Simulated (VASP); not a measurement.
A run of VASP 6.6.1 is set up as follows.

INCAR

```
SYSTEM = Si16H7Cl
PREC = Accurate
ENCUT = 400
EDIFF = 1E-6
ISMEAR = -1
SIGMA = 0.02
LREAL = .FALSE.
LASPH = .TRUE.
NELM = 120
ALGO = Normal
ISIF = 2
LWAVE = .FALSE.
LCHARG = .TRUE.
GGA = PE
LELF = .TRUE.
LVHAR = .TRUE.
NBANDS = 57
GGA_COMPAT = .FALSE.
NELMDL = -8
```

KPOINTS

```
Automatic mesh
0
G
  2 2 1
  0 0 0
```

POSCAR

```
Si16H7Cl
1.0
    7.6791800000      0.0000000000      0.0000000000
    3.8395900000      6.6503650000      0.0000000000
    0.0000000000      0.0000000000     19.8687650000
H Si Cl
7 16 1
Direct
    0.1666668792      0.1666675438      0.0503302545
    0.6666681814      0.1666675438      0.0503302545
    0.1666662146      0.6666701752      0.0503302545
    0.6666675168      0.6666701752      0.0503302545
    0.4906933951      0.0393211500      0.4000550613
   -0.0662520107      0.5522102922      0.3953844137
    0.5303880717      0.4794924790      0.3972566991
    0.1666668792      0.1666675438      0.1258256364
    0.6666681814      0.1666675438      0.1258256364
    0.1666662146      0.6666701752      0.1258256364
    0.6666675168      0.6666701752      0.1258256364
   -0.1693137362      0.3432894285      0.1647711873
    0.3443806720      0.3318163740      0.1692858112
   -0.1661236563      0.8370668377      0.1641470922
    0.3276091161      0.8474422081      0.1657324952
   -0.1773748671      0.3321171094      0.2778834014
    0.3450921136      0.3298465573      0.2821413409
   -0.1570575568      0.8340143736      0.2814165853
    0.3362679807      0.8363751463      0.2800123712
    0.0103595302      0.0044659203      0.3195115549
    0.4845212873      0.0232769179      0.3248415289
   -0.0175353653      0.5129342525      0.3221891245
    0.5066071743      0.5060624492      0.3231504323
   -0.0081293776      0.0108415102      0.4263475863
```

Potentials or basis: VASP PAW PBE potentials, release 64 (H, Si, Cl).

Launch:

```console
$ cat potpaw_PBE.64/H/POTCAR potpaw_PBE.64/Si/POTCAR potpaw_PBE.64/Cl/POTCAR > POTCAR
$ mpirun -np 1 vasp_std > vasp.out
```

(1) What does it give for the largest force?

(2) Estimate the band gap on the k mesh.

## Answers

(1) 2.666 eV/Å.

(2) 0.89 eV.

Caveat: the k points lie up to 0.47 Å⁻¹ apart.
